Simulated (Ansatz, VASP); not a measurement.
This is a calculation of HgTe for VASP 6.6.1.

The input INCAR:

```
SYSTEM = HgTe
ALGO = Normal
EDIFF = 1E-7
ENCUT = 520
GGA = PE
ISIF = 2
ISMEAR = 0
LASPH = .TRUE.
LCHARG = .TRUE.
LELF = .TRUE.
LREAL = .FALSE.
LVHAR = .TRUE.
LWAVE = .FALSE.
NBANDS = 16
NELM = 60
PREC = Accurate
SIGMA = 0.023
```

KPOINTS

```
k-points
0
G
  7 7 7
  0 0 0
```

File POSCAR:

```
HgTe
1.0
    0.0000000000      3.2145000000      3.2145000000
    3.2145000000      0.0000000000      3.2145000000
    3.2145000000      3.2145000000      0.0000000000
Hg Te
1 1
Direct
    0.0000000000      0.0000000000      0.0000000000
    0.7500000000      0.7500000000      0.7500000000
```

Potentials or basis: VASP PAW PBE potentials, release 64 (Hg, Te).

Launch:

```console
$ cat potpaw_PBE.64/Hg/POTCAR potpaw_PBE.64/Te/POTCAR > POTCAR
$ mpirun -np 1 vasp_std > vasp.out
```

Translate it to Ansatz 0.2.0. Potentials there: Ansatz PAW.

As run (the cutoff follows the program's own potentials):

File input.yaml:

```yaml
crystal:
  lattice:
    - [0.0, 3.2145, 3.2145]
    - [3.2145, 0.0, 3.2145]
    - [3.2145, 3.2145, 0.0]
  atoms:
    - { symbol: Hg, position: [0.0, 0.0, 0.0] }
    - { symbol: Te, position: [0.75, 0.75, 0.75] }
hamiltonian:
  xc: pbe
  pseudopotentials: { kind: paw }
kpoints:
  mp_grid: { grid: [7, 7, 7] }
scf:
  occupations: { method: gaussian, width: 0.023 }
output:
  forces: true
  stress: true
  eigenvalues: true
```

Potentials or basis: Ansatz PAW.

The run is started by

```bash
$ ansatz run input.yaml --threads 2 --pin off --max-ram 5632MiB --backend cpu --events-out ev --progress --plain --runs-dir out
```

Both were run:

|  | VASP | Ansatz | Ansatz less VASP |
| --- | --- | --- | --- |
| gap on the k mesh at the Fermi level (eV) | none | none | - |
| pressure (GPa) | 4.6 | 4.6 | -0.08 |

A gap of «none» marks a metal or a gap that the smearing closes. The functional is the same, so the differences come from potentials, cutoffs and numerics. VASP's potentials hold 18 valence electrons a cell and Ansatz's 36, so a difference there can come from the potentials and not from the codes.

Spin-orbit coupling is off throughout.
